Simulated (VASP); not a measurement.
Input of a VASP 6.6.1 run:

INCAR

```
ALGO = Fast
EDIFF = 1E-6
ENCUT = 520
GGA = CA
ISIF = 2
ISMEAR = -1
LASPH = T
LCHARG = F
LREAL = F
LWAVE = F
NBANDS = 22
NELM = 80
PREC = Accurate
SIGMA = 0.05
```

Contents of KPOINTS:

```
k-points
0
Gamma
  8 8 3
```

POSCAR

```
Na
1.0
    3.6503718133      0.0000000000      0.0000000000
   -1.8251859066      3.1613147235      0.0000000000
    0.0000000000      0.0000000000     12.3678775047
Na
4
Direct
    0.6666666667      0.3333333333      0.7500000000
    0.0000000000      0.0000000000      0.5000000000
    0.3333333333      0.6666666667      0.2500000000
    0.0000000000      0.0000000000      0.0000000000
```

Potentials or basis: VASP PAW LDA potentials, release 64 (Na_pv).

The run is started by

```sh
$ cat potpaw_LDA.64/Na_pv/POTCAR > POTCAR
$ mpirun -np 1 vasp_std > vasp.out
```

Task: What does it give for the pressure?

Result: -0.6 GPa.

Task: What does it give for the band gap on the k mesh?

Result: Zero (band 14 reaches 1.44 eV, above the bottom of band 15 at -2.09 eV).

Stress tensor (GPa, compression positive):
```
-0.26  0.00  0.00
 0.00 -0.26  0.00
 0.00  0.00 -1.26
```
